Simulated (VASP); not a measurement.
# Ge2Sb2Te5 (P-3m1) in VASP: single point with LDA

Aim: the single point of Ge2Sb2Te5 with LDA.

Everything below comes from runs of VASP 6.6.1. Logs are shortened: lines on timing, memory, paths and dates and some standing lists are left out, and cuts for length are marked.

### 1 The cell of the first run

The structure is trigonal, space group P-3m1 (No. 164). The conventional cell has a = 4.264 Å, b = 4.264 Å, c = 18.066 Å, α = 90.00°, β = 90.00°, γ = 120.00°. Within 3.7 Å of Ge (site symmetry 3m) lie 6 Te at 2.84 to 3.32 Å. Within 4.0 Å of Sb (site symmetry 3m) lie 6 Te at 3.02 to 3.19 Å. Te (site symmetry -3m) has 6 Sb at 3.19 Å within 4.2 Å. Te (site symmetry 3m) has 3 Sb at 3.02 Å and 3 Ge at 3.32 Å within 4.0 Å. Te (site symmetry 3m) has 3 Ge at 2.84 Å within 3.7 Å.

### 2 Single point, LDA

Input file INCAR:

```
SYSTEM = Ge2Sb2Te5
ALGO     = Normal         ! electronic algorithm
EDIFF    = 1E-7           ! SCF threshold, eV
ENCUT    = 520            ! plane-wave cutoff, eV
GGA      = CA             ! functional
ISIF     = 2              ! what is computed and relaxed
ISMEAR   = 0              ! smearing method
LASPH    = .True.         ! aspherical terms in the spheres
LCHARG   = .True.         ! write CHGCAR
LELF     = .True.         ! ELF
LREAL    = .False.        ! projectors in reciprocal space
LVHAR    = .True.       
LWAVE    = .False.        ! write WAVECAR
NBANDS   = 44             ! bands
NELM     = 60             ! most SCF steps
PREC     = Accurate       ! precision mode
SIGMA    = 0.1            ! smearing width, eV
```

Input file KPOINTS:

```
k-points
0
Gamma
  12 12 2
  0 0 0
```

Input file POSCAR:

```
Ge2Sb2Te5
1.0
    4.2638280305      0.0000000000      0.0000000000
   -2.1319140152      3.6925833917      0.0000000000
    0.0000000000      0.0000000000     18.0657397564
Ge Sb Te
2 2 5
Direct
    0.0000000000      0.0000000000      0.3320821762
    0.0000000000      0.0000000000      0.6679178238
    0.3333333333      0.6666666667      0.1122607373
    0.6666666667      0.3333333333      0.8877392627
    0.0000000000      0.0000000000      0.0000000000
    0.3333333333      0.6666666667      0.7910702099
    0.6666666667      0.3333333333      0.2089297901
    0.3333333333      0.6666666667      0.4104040160
    0.6666666667      0.3333333333      0.5895959840
```

Potentials or basis: VASP PAW LDA potentials, release 64 (Ge_d, Sb, Te).

On the command line:

```
$ cat potpaw_LDA.64/Ge_d/POTCAR potpaw_LDA.64/Sb/POTCAR potpaw_LDA.64/Te/POTCAR > POTCAR
$ mpirun -np 1 vasp_std > vasp.out
```

OUTCAR:

```text
SYSTEM = Ge2Sb2Te5
   EDIFF = 1E-7
   ENCUT = 520
   GGA = CA
   ISIF = 2
   ISMEAR = 0
   LASPH = .True.
   LREAL = .False.
   NELM = 60
   PREC = Accurate

 ion  position               nearest neighbor table
   1  0.000  0.000  0.332-   8 2.84   8 2.84   8 2.84
   2  0.000  0.000  0.668-   9 2.84   9 2.84   9 2.84
   3  0.333  0.667  0.112-   7 3.02   7 3.02   7 3.02   5 3.19   5 3.19   5 3.19
   4  0.667  0.333  0.888-   6 3.02   6 3.02   6 3.02   5 3.19   5 3.19   5 3.19
   5  0.000  0.000  0.000-   3 3.19   4 3.19   3 3.19   4 3.19   4 3.19   3 3.19
   6  0.333  0.667  0.791-   4 3.02   4 3.02   4 3.02
   7  0.667  0.333  0.209-   3 3.02   3 3.02   3 3.02
   8  0.333  0.667  0.410-   1 2.84   1 2.84   1 2.84
   9  0.667  0.333  0.590-   2 2.84   2 2.84   2 2.84

  LATTYP: Found a hexagonal cell.
 ALAT       =     4.2638280305
 C/A-ratio  =     4.2369766386

  Lattice vectors:

 A1 = (   4.2638280305,   0.0000000000,   0.0000000000)
 A2 = (  -2.1319140152,   3.6925833917,   0.0000000000)
 A3 = (   0.0000000000,   0.0000000000,  18.0657397564)

Analysis of symmetry for initial positions (statically):
=====================================================================
 Subroutine PRICEL returns:
 Original cell was already a primitive cell.

 Routine SETGRP: Setting up the symmetry group for a
 hexagonal supercell.

 Subroutine GETGRP returns: Found 12 space group operations
 (whereof 12 operations were pure point group operations)
 out of a pool of 24 trial point group operations.

The static configuration has the point symmetry D_3d.

Analysis of symmetry for dynamics (positions and initial velocities):
=====================================================================
 Subroutine PRICEL returns:
 Original cell was already a primitive cell.

 Routine SETGRP: Setting up the symmetry group for a
 hexagonal supercell.

 Subroutine GETGRP returns: Found 12 space group operations
 (whereof 12 operations were pure point group operations)
 out of a pool of 24 trial point group operations.

The dynamic configuration has the point symmetry D_3d.

 Subroutine INISYM returns: Found 12 space group operations
 (whereof 12 operations are pure point group operations),
 and found     1 'primitive' translations

----------------------------------------------------------------------------------------

                                     Primitive cell

  volume of cell :     284.4368

  direct lattice vectors                    reciprocal lattice vectors
     4.263828031  0.000000000  0.000000000     0.234531035  0.135406556  0.000000000
    -2.131914015  3.692583392  0.000000000     0.000000000  0.270813112  0.000000000
     0.000000000  0.000000000 18.065739756     0.000000000  0.000000000  0.055353393

  length of vectors
     4.263828031  4.263828030 18.065739756     0.270813112  0.270813112  0.055353393

  position of ions in fractional coordinates (direct lattice)
     0.000000000  0.000000000  0.332082176
     0.000000000  0.000000000  0.667917824
     0.333333333  0.666666667  0.112260737
     0.666666667  0.333333333  0.887739263
     0.000000000  0.000000000  0.000000000
     0.333333333  0.666666667  0.791070210
     0.666666667  0.333333333  0.208929790
     0.333333333  0.666666667  0.410404016
     0.666666667  0.333333333  0.589595984

  ion indices of the primitive-cell ions
   primitive index   ion index
                 1           1
                 2           2
                 3           3
                 4           4
                 5           5
                 6           6
                 7           7
                 8           8
                 9           9

----------------------------------------------------------------------------------------

 KPOINTS: k-points

Automatic generation of k-mesh.
 Grid dimensions read from file:
 generate k-points for:   12   12    2

 Generating k-lattice:

  Cartesian coordinates                     Fractional coordinates (reciprocal lattice)
     0.019544253  0.011283880  0.000000000     0.083333333  0.000000000  0.000000000
     0.000000000  0.022567759  0.000000000     0.000000000  0.083333333  0.000000000
     0.000000000  0.000000000  0.027676697     0.000000000  0.000000000  0.500000000

  Length of vectors
     0.022567759  0.022567759  0.027676697

  Shift w.r.t. Gamma in fractional coordinates (k-lattice)
     0.000000000  0.000000000  0.000000000

 Subroutine IBZKPT returns following result:
 ===========================================

 Found     38 irreducible k-points:

 Following reciprocal coordinates:
            Coordinates               Weight
  0.000000  0.000000  0.000000      1.000000
  0.083333  0.000000  0.000000      6.000000
  0.166667  0.000000  0.000000      6.000000
  0.250000 -0.000000  0.000000      6.000000
  0.333333  0.000000  0.000000      6.000000
  0.416667  0.000000  0.000000      6.000000
[... 16 lines left out ...]
  0.250000 -0.000000  0.500000      6.000000
  0.333333  0.000000  0.500000      6.000000
 [... further k-points ...]
   k-points           NKPTS =     38   k-points in BZ     NKDIM =     38   number of bands    NBANDS=     44
   number of dos      NEDOS =    301   number of ions     NIONS =      9
   total plane-waves  NPLWV = 143360
   dimension x,y,z NGX =    32 NGY =   32 NGZ =  140
   dimension x,y,z NGXF=    64 NGYF=   64 NGZF=  280
   ions per type =               2   2   5
   NGX,Y,Z   is equivalent  to a cutoff of  12.48, 12.48, 12.88 a.u.
   NGXF,Y,Z  is equivalent  to a cutoff of  24.95, 24.95, 25.77 a.u.
 SYSTEM =  Ge2Sb2Te5
   PREC   = accura    normal or accurate (medium, high low for compatibility)
   ISTART =      0    job   : 0-new  1-cont  2-samecut
   ICHARG =      2    charge: 1-file 2-atom 10-const
   ISPIN  =      1    spin polarized calculation?
   LNONCOLLINEAR =      F non collinear calculations
   LSORBIT =      F    spin-orbit coupling
   LASPH  =      T    aspherical Exc in radial PAW
   ENCUT  =  520.0 eV  38.22 Ry    6.18 a.u.   7.93  7.93 33.59*2*pi/ulx,y,z
   NELM   =     60;   NELMIN=  2; NELMDL= -5     # of ELM steps
   EDIFF  = 0.1E-06   stopping-criterion for ELM
   LREAL  =      F    real-space projection
   EDIFFG = 0.1E-05   stopping-criterion for IOM
   NSW    =      0    number of steps for IOM
   IBRION =     -1    ionic relax: 0-MD 1-quasi-New 2-CG
   NFREE  =      0    steps in history (QN), initial steepest desc. (CG)
   ISIF   =      2    stress and relaxation
   ISYM   =      2    0-nonsym 1-usesym 2-fastsym
   POTIM  = 0.5000    time-step for ionic-motion
   TEBEG  =    0.0;   TEEND  =   0.0 temperature during run
   PSTRESS=    0.0 pullay stress
   NELECT =      68.0000    total number of electrons
   NUPDOWN=      -1.0000    fix difference up-down
   EMIN   =  10.00;   EMAX   =-10.00  energy-range for DOS
   EFERMI =   0.00;   METHOD = LEGACY
   ISMEAR =     0;   SIGMA  =   0.10  broadening in eV -4-tet -1-fermi 0-gaus
   EFERMI_NEDOS =   21; number of points for ismear=-14 and -15
   IALGO  =     38    algorithm
   IMIX   =      4    mixing-type and parameters
     AMIX     =   0.40;   BMIX     =  1.00
     AMIX_MAG =   1.60;   BMIX_MAG =  1.00
  volume/ion in A,a.u.               =      31.60       213.27
  Fermi-wavevector in a.u.,A,eV,Ry     =   1.016052  1.920060 14.046130  1.032361
  Thomas-Fermi vector in A             =   2.149373
   LORBIT       =      0    0 simple, 1 ext, 2 COOP (PROOUT), +10 PAW based schemes
   GGA     = CA    functional components
   LHFCALC =     F    Hartree Fock is set to
   AEXX    =    0.0000 exact exchange contribution
   IVDW    =     0    specifies the selected vdW correction
   LEPSILON=     F    determine dielectric tensor
   LRPA    =     F    only Hartree local field effects (RPA)
 non-spin polarized calculation
 Gauss-broadening in eV      SIGMA  =   0.10
  energy-cutoff  :      520.00
  volume of cell :      284.44
 maximum number of plane-waves:      7734
 NGX is ok and might be reduce to    32
   NGX = 15   NGY = 15   NGZ = 67

 number of electron      68.0000039 magnetization

 Free energy of the ion-electron system (eV)
  ---------------------------------------------------
  ext. energy  EPLUGINS =         0.00000000
  ---------------------------------------------------
  free energy    TOTEN  =       -39.47672613 eV

  energy without entropy =      -39.47126415  energy(sigma->0) =      -39.47399514

 E-fermi :   5.7139     XC(G=0):  -9.4475

 val. band max:        5.7081741448   @ k =   0.0833   0.0000   0.5000
 cond. band min:       5.7378743867   @ k =   0.5000  -0.0000   0.5000
 fundamental gap:      0.0297002419
 Fermi energy:         5.7138929228

 k-point     1 :       0.0000    0.0000    0.0000
  band No.  band energies     occupation
      1     -19.2251      2.00000
      2     -19.2251      2.00000
      3     -19.2251      2.00000
      4     -19.2251      2.00000
      5     -19.2137      2.00000
      6     -19.2137      2.00000
[... 36 lines left out ...]
     43       7.5977      0.00000
     44       7.7919      0.00000

 k-point     2 :       0.0833    0.0000    0.0000
  band No.  band energies     occupation
      1     -19.2252      2.00000
      2     -19.2252      2.00000
      3     -19.2249      2.00000
      4     -19.2249      2.00000
      5     -19.2138      2.00000
      6     -19.2138      2.00000
[... 36 lines left out ...]
     43       7.8455      0.00000
     44       8.0131      0.00000

 k-point     3 :       0.1667    0.0000    0.0000
  band No.  band energies     occupation
      1     -19.2255      2.00000
      2     -19.2255      2.00000
      3     -19.2245      2.00000
      4     -19.2245      2.00000
      5     -19.2140      2.00000
      6     -19.2140      2.00000
[... 976 lines left out ...]
     43       8.5833      0.00000
     44       8.6733      0.00000

 k-point    24 :       0.3333    0.0000    0.5000
  band No.  band energies     occupation
      1     -19.2265      2.00000
      2     -19.2265      2.00000
      3     -19.2234      2.00000
      4     -19.2234      2.00000
      5     -19.2146      2.00000
      6     -19.2146      2.00000
[... 36 lines left out ...]
     43       8.6978      0.00000
     44       8.7012      0.00000

 [... further k-points ...]
[... 5 lines left out ...]
  --------------------------------------------------------------------------------------
  -------------------------------------------------------------------------------------
  Total       -5.9181022     -5.9181022     -6.0926103     -0.0000000      0.0000000      0.0000000
  in kB      -33.3355251    -33.3355251    -34.3184958     -0.0000000      0.0000000      0.0000000
  external PRESSURE =     -33.6631820 kB  Pullay stress =       0.0000000 kB

 VOLUME and BASIS-vectors are now :
 -----------------------------------------------------------------------------
  energy-cutoff  :      520.00
  volume of cell :      284.44
      direct lattice vectors                 reciprocal lattice vectors
     4.263828031  0.000000000  0.000000000     0.234531035  0.135406556  0.000000000
    -2.131914015  3.692583392  0.000000000     0.000000000  0.270813112  0.000000000
     0.000000000  0.000000000 18.065739756     0.000000000  0.000000000  0.055353393

 POSITION                                       TOTAL-FORCE (eV/Angst)
 -----------------------------------------------------------------------------------
      0.00000      0.00000      5.99931        -0.000000      0.000000      0.078947
      0.00000      0.00000     12.06643         0.000000     -0.000000     -0.078947
     -0.00000      2.46172      2.02807         0.000000     -0.000000      0.023566
      2.13191      1.23086     16.03767         0.000000      0.000000     -0.023566
      0.00000      0.00000      0.00000         0.000000      0.000000     -0.000000
     -0.00000      2.46172     14.29127        -0.000000      0.000000      0.088502
      2.13191      1.23086      3.77447         0.000000     -0.000000     -0.088502
     -0.00000      2.46172      7.41425         0.000000     -0.000000     -0.179644
      2.13191      1.23086     10.65149        -0.000000      0.000000      0.179644
 -----------------------------------------------------------------------------------
    total drift:                                0.000000      0.000000      0.000000

  FREE ENERGIE OF THE ION-ELECTRON SYSTEM (eV)
  ---------------------------------------------------
  free  energy   TOTEN  =       -39.4767261288 eV

  energy  without entropy=      -39.4712641495  energy(sigma->0) =      -39.47399514
```

Wall time 10 min (1 thread of Intel Xeon Platinum 8375C at 2.90GHz (Ice Lake), shared host); peak memory 0.58 GiB.

What came out:

```
Free energy            : -39.4767 eV
Pressure               : -3.4 GPa
Largest force          : 0.180 eV/Å
Band gap on the k mesh : 0.03 eV, indirect (least direct gap 0.07 eV)
```

Forces on the atoms (eV/Å):
```
Ge   0.000  0.000  0.079
Ge   0.000  0.000 -0.079
Sb   0.000  0.000  0.024
Sb   0.000  0.000 -0.024
Te   0.000  0.000  0.000
Te   0.000  0.000  0.089
Te   0.000  0.000 -0.089
Te   0.000  0.000 -0.180
Te   0.000  0.000  0.180
```

Stress tensor (GPa, compression positive):
```
-3.33  0.00  0.00
 0.00 -3.33  0.00
 0.00  0.00 -3.43
```

Caveat: spin-orbit coupling is left out, which moves the levels of the heavy elements.
